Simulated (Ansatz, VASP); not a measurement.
## Two plane-wave programs on GaSb3

```
Ga Sb
1.0
     0.00000    3.78501    3.49357
     3.78501    0.00000    3.49357
     3.78501    3.78501    0.00000
Ga Sb
1 3
Direct
  0.00000 0.00000 0.00000
  0.25000 0.25000 0.25000
  0.75000 0.75000 0.75000
  0.50000 0.50000 0.50000
```

Alike in both runs: task single point; functional LDA; k mesh 10 × 10 × 10; occupations gaussian, width 0.15 eV; no spin polarisation.

```csv
,VASP,Ansatz
version,VASP 6.6.1,Ansatz 0.2.0
potentials or method,"VASP PAW LDA potentials, release 64 (Ga_d, Sb), cutoff 520 eV","scalar-relativistic, plane waves, PAW"
valence electrons in the cell,28,58
```

Ansatz gave:

| Quantity | Value |
| --- | --- |
| gap on the k mesh at the Fermi level (eV) | none |
| pressure (GPa) | -2.7 |
| traceless stress, the component that is largest in VASP (GPa) | 0.23 |

Estimate VASP's values.

gap on the k mesh at the Fermi level (eV): none; pressure (GPa): -2.7; traceless stress, the component that is largest in VASP (GPa): 0.26.

Ansatz warns that its potentials were made for another functional, while VASP's fit it. LDA's correlation is that of Perdew and Zunger in VASP and of Perdew and Wang (1992) in Ansatz. A gap of «none» marks a metal or a gap that the smearing closes. VASP's potentials hold 28 valence electrons a cell and Ansatz's 58, so a difference there can come from the potentials and not from the codes.

Spin-orbit coupling is off throughout.
